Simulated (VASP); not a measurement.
Runs of VASP 6.6.1 on ZrO2. It takes space group Fm-3m (No. 225, cubic). Conventional cell: a = 5.089 Å, b = 5.089 Å, c = 5.089 Å, α = 90.00°, β = 90.00°, γ = 90.00°. Zr (site symmetry m-3m) has 8 O at 2.20 Å within 2.9 Å. Within 2.9 Å of O (site symmetry -43m) lie 4 Zr at 2.20 Å and 6 O at 2.54 Å. 

```tsv
level	k mesh	cutoff (eV)	grid for exact exchange (PRECFOCK)	share of exact exchange	screening parameter	gap on the mesh (eV)	pressure (GPa)
PBE	8 × 8 × 8	600	-	-	-	3.36	3.9
r2SCAN	6 × 6 × 6	660	-	-	-	(a)	0.0
PBE	6 × 6 × 6	600	-	-	-	(b)	3.9
HSE06	6 × 6 × 6	520	Normal	0.25	0.2079 1/Å	4.97	-2.5
```

Alike in all rows: task single point; potentials or basis VASP PAW PBE potentials, release 64 (Zr_sv, O); no spin polarisation; cell as given; smearing gaussian 0.01 eV.

Problem. Fill in the values left out.

Solution. (a) 3.87; (b) 3.35.

Caveats: the cell stands under pressure (at least some runs); the PAW data sets were made with another functional, which shifts forces and pressure a little (at least some runs).

A k mesh can miss the band edges, and the runs leave out spin-orbit coupling on Zr.
